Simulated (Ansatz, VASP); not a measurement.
# Se in VASP and in Ansatz

File INCAR:

```
SYSTEM = Se
PREC = Accurate ; ENCUT = 600
EDIFF = 1E-6 ; ISMEAR = -1
SIGMA = 0.05 ; LREAL = .FALSE.
LASPH = .TRUE. ; NELM = 100
ALGO = Normal ; ISIF = 3
LWAVE = .FALSE. ; LCHARG = .FALSE.
GGA = CA ; IBRION = 2
NSW = 60 ; EDIFFG = -0.01
```

The input KPOINTS:

```
regular mesh
0
G
  7 7 6
  0 0 0
```

POSCAR

```
Se
1.0
    4.3662000000      0.0000000000      0.0000000000
   -2.1831000000      3.7812401180      0.0000000000
    0.0000000000      0.0000000000      4.9536000000
Se
3
Direct
    0.7746000000      0.7746000000      0.0000000000
    0.0000000000      0.2254000000      0.6666666667
    0.2254000000      0.0000000000      0.3333333333
```

The input input.yaml:

```yaml
crystal:
  lattice:
    - [4.3662, 0.0, 0.0]
    - [-2.1831, 3.781240118, 0.0]
    - [0.0, 0.0, 4.9536]
  atoms:
    - { symbol: Se, position: [0.7746, 0.7746, 0.0] }
    - { symbol: Se, position: [0.0, 0.2254, 0.6666666667] }
    - { symbol: Se, position: [0.2254, 0.0, 0.3333333333] }
hamiltonian:
  xc: lda
  pseudopotentials: { kind: paw }
kpoints:
  mp_grid: { grid: [7, 7, 6] }
scf:
  occupations: { method: fermi_dirac, width: 0.05 }
output:
  forces: true
  stress: true
relax:
  f_tol: 0.01
  max_steps: 40
  cell: { stress_tol: 0.05 }
```

Alike in both runs: task relaxation of cell and atoms; functional LDA; k mesh 7 × 7 × 6; occupations fermi-dirac, width 0.05 eV; no spin polarisation.

```csv
,VASP,Ansatz
version,VASP 6.6.1,Ansatz 0.2.0
potentials or method,"VASP PAW LDA potentials, release 64 (Se)",Ansatz PAW
plane-wave cutoff (eV),600,420
valence electrons in the cell,18,48
```

|  | VASP | Ansatz | Ansatz less VASP |
| --- | --- | --- | --- |
| relaxed volume (Å³/atom) | 23.04 | 23.05 | +0.010 |
| relaxed length of the cell vector where the two differ most in proportion (Å) | 5.126 | 5.120 | -0.0056 |

LDA's correlation is that of Perdew and Zunger in VASP and of Perdew and Wang (1992) in Ansatz. VASP's potentials hold 18 valence electrons a cell and Ansatz's 48, so a difference there can come from the potentials and not from the codes.

Noted on VASP's run: the volume moved by over 15 % at a fixed basis, so the end points are rough. Noted on Ansatz's run: the volume moved by over 15 % at a fixed basis, so the end points are rough; odd divisions of the mesh miss points on the zone boundary, where band edges often lie, so the gap on the mesh can be too wide; the plane-wave basis is chosen anew once the cell has moved, so the energies of steps on either side of that aren't comparable.
